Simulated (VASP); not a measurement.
# SiNi (rocksalt type) (Fm-3m) in VASP: further runs

SiNi (rocksalt type) is run at these levels: LDA; tasks: single point.

Everything below comes from runs of VASP 6.6.1. Logs are shortened: lines on timing, memory, paths and dates and some standing lists are left out, and cuts for length are marked.

## Step 1: The cell of the first run

It takes space group Fm-3m (No. 225, cubic). The conventional cell has a = 3.804 Å, b = 3.804 Å, c = 3.804 Å, α = 90.00°, β = 90.00°, γ = 90.00°. Within 2.5 Å of Ni (site symmetry m-3m) lie 6 Si at 1.90 Å. Within 2.5 Å of Si (site symmetry m-3m) lie 6 Ni at 1.90 Å.

## Step 2: Single point, LDA (volume scaled by 0.55)

INCAR

```
SYSTEM = SiNi
PREC     = Accurate       ! precision mode
ENCUT    = 520            ! plane-wave cutoff, eV
EDIFF    = 1E-6           ! SCF threshold, eV
ISMEAR   = -1             ! smearing method
SIGMA    = 0.08           ! smearing width, eV
LREAL    = .FALSE.        ! projectors in reciprocal space
LASPH    = .TRUE.         ! aspherical terms in the spheres
NELM     = 80             ! most SCF steps
ALGO     = Normal         ! electronic algorithm
ISIF     = 2              ! what is computed and relaxed
LWAVE    = .FALSE.        ! write WAVECAR
LCHARG   = .FALSE.        ! write CHGCAR
GGA      = CA             ! functional
NBANDS   = 14             ! bands
```

KPOINTS

```
regular mesh
0
G
  16 16 16
  0 0 0
```

POSCAR

```
SiNi
1.0
    0.0000000000      1.9019528413      1.9019528413
    1.9019528413      0.0000000000      1.9019528413
    1.9019528413      1.9019528413      0.0000000000
Ni Si
1 1
Direct
    0.0000000000      0.0000000000      0.0000000000
    0.5000000000      0.5000000000      0.5000000000
```

Potentials or basis: VASP PAW LDA potentials, release 64 (Ni, Si).

Launch:

```
> cat potpaw_LDA.64/Ni/POTCAR potpaw_LDA.64/Si/POTCAR > POTCAR
> mpirun -np 1 vasp_std > vasp.out
```

OUTCAR:

```text
SYSTEM = SiNi
   PREC = Accurate
   ENCUT = 520
   EDIFF = 1E-6
   ISMEAR = -1
   LREAL = .FALSE.
   LASPH = .TRUE.
   NELM = 80
   ISIF = 2
   GGA = CA

 ion  position               nearest neighbor table
   1  0.000  0.000  0.000-   2 1.90   2 1.90   2 1.90   2 1.90   2 1.90   2 1.90
   2  0.500  0.500  0.500-   1 1.90   1 1.90   1 1.90   1 1.90   1 1.90   1 1.90

  LATTYP: Found a face centered cubic cell.
 ALAT       =     3.8039056826

  Lattice vectors:

 A1 = (   0.0000000000,   1.9019528413,   1.9019528413)
 A2 = (   1.9019528413,   0.0000000000,   1.9019528413)
 A3 = (   1.9019528413,   1.9019528413,   0.0000000000)

Analysis of symmetry for initial positions (statically):
=====================================================================
 Subroutine PRICEL returns:
 Original cell was already a primitive cell.

 Routine SETGRP: Setting up the symmetry group for a
 face centered cubic supercell.

 Subroutine GETGRP returns: Found 48 space group operations
[... 9 lines left out ...]

 Routine SETGRP: Setting up the symmetry group for a
 face centered cubic supercell.

 Subroutine GETGRP returns: Found 48 space group operations
[... 11 lines left out ...]
                                     Primitive cell

  volume of cell :      13.7603

  direct lattice vectors                    reciprocal lattice vectors
     0.000000000  1.901952841  1.901952841    -0.262887696  0.262887696  0.262887696
     1.901952841  0.000000000  1.901952841     0.262887696 -0.262887696  0.262887696
     1.901952841  1.901952841  0.000000000     0.262887696  0.262887696 -0.262887696

  length of vectors
     2.689767503  2.689767503  2.689767503     0.455334846  0.455334846  0.455334846

  position of ions in fractional coordinates (direct lattice)
     0.000000000  0.000000000  0.000000000
     0.500000000  0.500000000  0.500000000

  ion indices of the primitive-cell ions
   primitive index   ion index
                 1           1
                 2           2

----------------------------------------------------------------------------------------

 KPOINTS: regular mesh

Automatic generation of k-mesh.
 Grid dimensions read from file:
 generate k-points for:   16   16   16

 Generating k-lattice:

  Cartesian coordinates                     Fractional coordinates (reciprocal lattice)
    -0.016430481  0.016430481  0.016430481     0.062500000  0.000000000  0.000000000
     0.016430481 -0.016430481  0.016430481     0.000000000  0.062500000  0.000000000
     0.016430481  0.016430481 -0.016430481     0.000000000  0.000000000  0.062500000

  Length of vectors
     0.028458428  0.028458428  0.028458428

  Shift w.r.t. Gamma in fractional coordinates (k-lattice)
     0.000000000  0.000000000  0.000000000

 Subroutine IBZKPT returns following result:
 ===========================================

 Found    145 irreducible k-points:

 Following reciprocal coordinates:
            Coordinates               Weight
  0.000000  0.000000  0.000000      1.000000
  0.062500  0.000000  0.000000      8.000000
  0.125000  0.000000  0.000000      8.000000
  0.187500  0.000000  0.000000      8.000000
  0.250000  0.000000  0.000000      8.000000
  0.312500  0.000000  0.000000      8.000000
[... 16 lines left out ...]
 -0.125000  0.062500  0.000000     24.000000
 -0.062500  0.062500  0.000000     12.000000
 [... further k-points ...]
   k-points           NKPTS =    145   k-points in BZ     NKDIM =    145   number of bands    NBANDS=     14
   number of dos      NEDOS =    301   number of ions     NIONS =      2
   total plane-waves  NPLWV =   8000
   dimension x,y,z NGX =    20 NGY =   20 NGZ =   20
   dimension x,y,z NGXF=    40 NGYF=   40 NGZF=   40
   ions per type =               1   1
   NGX,Y,Z   is equivalent  to a cutoff of  12.36, 12.36, 12.36 a.u.
   NGXF,Y,Z  is equivalent  to a cutoff of  24.72, 24.72, 24.72 a.u.
 SYSTEM =  SiNi
   PREC   = accura    normal or accurate (medium, high low for compatibility)
   ISTART =      0    job   : 0-new  1-cont  2-samecut
   ICHARG =      2    charge: 1-file 2-atom 10-const
   ISPIN  =      1    spin polarized calculation?
   LNONCOLLINEAR =      F non collinear calculations
   LSORBIT =      F    spin-orbit coupling
   LASPH  =      T    aspherical Exc in radial PAW
   ENCUT  =  520.0 eV  38.22 Ry    6.18 a.u.   5.00  5.00  5.00*2*pi/ulx,y,z
   NELM   =     80;   NELMIN=  2; NELMDL= -5     # of ELM steps
   EDIFF  = 0.1E-05   stopping-criterion for ELM
   LREAL  =      F    real-space projection
   EDIFFG = 0.1E-04   stopping-criterion for IOM
   NSW    =      0    number of steps for IOM
   IBRION =     -1    ionic relax: 0-MD 1-quasi-New 2-CG
   NFREE  =      0    steps in history (QN), initial steepest desc. (CG)
   ISIF   =      2    stress and relaxation
   ISYM   =      2    0-nonsym 1-usesym 2-fastsym
   POTIM  = 0.5000    time-step for ionic-motion
   TEBEG  =    0.0;   TEEND  =   0.0 temperature during run
   PSTRESS=    0.0 pullay stress
   NELECT =      14.0000    total number of electrons
   NUPDOWN=      -1.0000    fix difference up-down
   EMIN   =  10.00;   EMAX   =-10.00  energy-range for DOS
   EFERMI =   0.00;   METHOD = LEGACY
   ISMEAR =    -1;   SIGMA  =   0.08  broadening in eV -4-tet -1-fermi 0-gaus
   EFERMI_NEDOS =   21; number of points for ismear=-14 and -15
   IALGO  =     38    algorithm
   IMIX   =      4    mixing-type and parameters
     AMIX     =   0.40;   BMIX     =  1.00
     AMIX_MAG =   1.60;   BMIX_MAG =  1.00
  volume/ion in A,a.u.               =       6.88        46.43
  Fermi-wavevector in a.u.,A,eV,Ry     =   1.646548  3.111525 36.887038  2.711121
  Thomas-Fermi vector in A             =   2.736158
   LORBIT       =      0    0 simple, 1 ext, 2 COOP (PROOUT), +10 PAW based schemes
   GGA     = CA    functional components
   LHFCALC =     F    Hartree Fock is set to
   AEXX    =    0.0000 exact exchange contribution
   IVDW    =     0    specifies the selected vdW correction
   LEPSILON=     F    determine dielectric tensor
   LRPA    =     F    only Hartree local field effects (RPA)
 non-spin polarized calculation
  energy-cutoff  :      520.00
  volume of cell :       13.76
 maximum number of plane-waves:       388
   NGX =  9   NGY =  9   NGZ =  9

 number of electron      13.9999990 magnetization

 Free energy of the ion-electron system (eV)
  ---------------------------------------------------
  ext. energy  EPLUGINS =         0.00000000
  ---------------------------------------------------
  free energy    TOTEN  =        -5.03549964 eV

  energy without entropy =       -5.02020492  energy(sigma->0) =       -5.02785228

 E-fermi :  21.4425     XC(G=0): -15.4441

 val. band max:       21.3966668728   @ k =   0.3750   0.1250   0.0625
 cond. band min:      21.4509364152   @ k =  -0.3750   0.3125   0.0625
 fundamental gap:      0.0542695425
 Fermi energy:        21.4425371054

 k-point     1 :       0.0000    0.0000    0.0000
  band No.  band energies     occupation
      1       2.5800      2.00000
      2      14.4373      2.00000
      3      14.4373      2.00000
      4      14.4373      2.00000
      5      14.8187      2.00000
      6      14.8187      2.00000
      7      29.0393      0.00000
      8      29.0393      0.00000
      9      29.0393      0.00000
     10      33.2260      0.00000
     11      34.1108      0.00000
     12      34.1108      0.00000
     13      34.1108      0.00000
     14      41.3643      0.00000

 k-point     2 :       0.0625    0.0000    0.0000
  band No.  band energies     occupation
      1       2.7061      2.00000
      2      14.3496      2.00000
      3      14.4756      2.00000
      4      14.4756      2.00000
      5      14.7995      2.00000
      6      14.7995      2.00000
      7      28.3981      0.00000
      8      29.0634      0.00000
      9      29.0634      0.00000
     10      32.4148      0.00000
     11      34.2016      0.00000
     12      34.2016      0.00000
     13      35.4873      0.00000
     14      40.3617      0.00000

 k-point     3 :       0.1250    0.0000    0.0000
  band No.  band energies     occupation
      1       3.0811      2.00000
      2      14.0957      2.00000
      3      14.4777      2.00000
      4      14.4777      2.00000
      5      14.8599      2.00000
      6      14.8599      2.00000
      7      26.8178      0.00000
      8      29.1163      0.00000
      9      29.1163      0.00000
     10      31.8812      0.00000
     11      34.4077      0.00000
     12      34.4077      0.00000
     13      37.2761      0.00000
     14      38.8612      0.00000

 k-point     4 :       0.1875    0.0000    0.0000
  band No.  band energies     occupation
      1       3.6942      2.00000
      2      13.6958      2.00000
      3      14.3229      2.00000
      4      14.3229      2.00000
      5      15.1318      2.00000
      6      15.1318      2.00000
      7      24.9122      0.00000
      8      29.1508      0.00000
      9      29.1508      0.00000
     10      31.5406      0.00000
     11      34.4287      0.00000
     12      34.4287      0.00000
     13      37.8981      0.00000
     14      37.8981      0.00000

 k-point     5 :       0.2500    0.0000    0.0000
  band No.  band energies     occupation
      1       4.5265      2.00000
      2      13.1643      2.00000
      3      14.1105      2.00000
      4      14.1105      2.00000
      5      15.5212      2.00000
      6      15.5212      2.00000
      7      23.0249      0.00000
      8      29.1115      0.00000
      9      29.1115      0.00000
     10      31.1911      0.00000
     11      33.8740      0.00000
[... 276 lines left out ...]
 k-point    22 :      -0.1875    0.0625    0.0000
  band No.  band energies     occupation
      1       4.0549      2.00000
      2      13.5052      2.00000
      3      14.2029      2.00000
      4      14.2588      2.00000
      5      15.1200      2.00000
      6      15.4420      2.00000
      7      24.3224      0.00000
      8      27.4991      0.00000
      9      30.4345      0.00000
     10      31.7804      0.00000
     11      33.8385      0.00000
     12      34.2769      0.00000
     13      36.1994      0.00000
     14      39.1691      0.00000

 k-point    23 :      -0.1250    0.0625    0.0000
  band No.  band energies     occupation
      1       3.3691      2.00000
      2      13.9287      2.00000
      3      14.3858      2.00000
      4      14.4784      2.00000
      5      14.7963      2.00000
      6      15.0984      2.00000
      7      26.2582      0.00000
      8      27.7502      0.00000
      9      30.0505      0.00000
     10      31.9388      0.00000
     11      34.2821      0.00000
     12      34.4633      0.00000
     13      36.8370      0.00000
     14      38.4240      0.00000

 k-point    24 :      -0.0625    0.0625    0.0000
  band No.  band energies     occupation
      1       2.9151      2.00000
      2      14.2150      2.00000
      3      14.4760      2.00000
      4      14.5605      2.00000
      5      14.6848      2.00000
      6      14.8884      2.00000
      7      27.9192      0.00000
      8      28.1479      0.00000
      9      29.5593      0.00000
     10      32.0648      0.00000
     11      34.1825      0.00000
     12      34.4589      0.00000
     13      36.7204      0.00000
     14      38.5202      0.00000

 [... further k-points ...]
[... 5 lines left out ...]
  --------------------------------------------------------------------------------------
  -------------------------------------------------------------------------------------
  Total       31.5662524     31.5662524     31.5662524     -0.0000000     -0.0000000      0.0000000
  in kB     3675.3980283   3675.3980283   3675.3980283     -0.0000000     -0.0000000      0.0000000
  external PRESSURE =    3675.3980283 kB  Pullay stress =       0.0000000 kB

 VOLUME and BASIS-vectors are now :
 -----------------------------------------------------------------------------
  energy-cutoff  :      520.00
  volume of cell :       13.76
      direct lattice vectors                 reciprocal lattice vectors
     0.000000000  1.901952841  1.901952841    -0.262887696  0.262887696  0.262887696
     1.901952841  0.000000000  1.901952841     0.262887696 -0.262887696  0.262887696
     1.901952841  1.901952841  0.000000000     0.262887696  0.262887696 -0.262887696

 POSITION                                       TOTAL-FORCE (eV/Angst)
 -----------------------------------------------------------------------------------
      0.00000      0.00000      0.00000         0.000000      0.000000      0.000000
      1.90195      1.90195      1.90195        -0.000000     -0.000000     -0.000000
 -----------------------------------------------------------------------------------
    total drift:                                0.000000     -0.000000     -0.000000

  FREE ENERGIE OF THE ION-ELECTRON SYSTEM (eV)
  ---------------------------------------------------
  free  energy   TOTEN  =        -5.0354996424 eV

  energy  without entropy=       -5.0202049164  energy(sigma->0) =       -5.02785228
```

Wall time 32 s (1 thread of Intel Xeon 8259CL, shared host); peak memory 0.14 GiB.

Results:

| Property | Result |
| --- | --- |
| Free energy | -5.0355 eV |
| Pressure | 367.5 GPa |
| Band gap on the k mesh | zero (band 7 reaches 29.04 eV, above the bottom of band 8 at 18.93 eV) |

## Step 3: Single point, LDA (volume scaled by 0.64)

INCAR

```
SYSTEM = SiNi
ALGO = Normal
EDIFF = 1E-7
ENCUT = 520
GGA = CA
ISIF = 2
ISMEAR = -1
LASPH = .TRUE.
LCHARG = .FALSE.
LREAL = .FALSE.
LWAVE = .FALSE.
NBANDS = 14
NELM = 80
PREC = Accurate
SIGMA = 0.08
```

KPOINTS

```
k-points
0
G
  16 16 16
  0 0 0
```

POSCAR

```
SiNi
1.0
    0.0000000000      2.0005013062      2.0005013062
    2.0005013062      0.0000000000      2.0005013062
    2.0005013062      2.0005013062      0.0000000000
Ni Si
1 1
Direct
    0.0000000000      0.0000000000      0.0000000000
    0.5000000000      0.5000000000      0.5000000000
```

Potentials or basis: VASP PAW LDA potentials, release 64 (Ni, Si).

Launch:

```
> cat potpaw_LDA.64/Ni/POTCAR potpaw_LDA.64/Si/POTCAR > POTCAR
> mpirun -np 1 vasp_std > vasp.out
```

Wall time 47 s (1 thread of Intel Xeon 8259CL, shared host); peak memory 0.15 GiB.

The run converged. Its results:

```
Free energy            : -8.8922 eV
Pressure               : 198.7 GPa
Band gap on the k mesh : zero (band 7 reaches 24.36 eV, above the bottom of band 8 at 15.67 eV)
```

Levels at points of the mesh, in eV from the Fermi level:
```tsv
k point	band 3	band 4	band 5	band 6	band 7	band 8	band 9	band 10	band 11	band 12
(0.00, 0.00, 0.00)	-5.55	-5.55	-5.32	-5.32	6.57	6.57	6.57	12.05	12.05	12.05
(0.50, 0.00, 0.00)	-6.48	-6.48	-3.75	-3.75	-2.18	6.85	6.85	8.36	9.18	9.18
(0.50, 0.50, 0.00)	-7.51	-4.55	-3.36	-3.36	-1.17	-0.55	-0.55	7.14	7.81	21.64
```
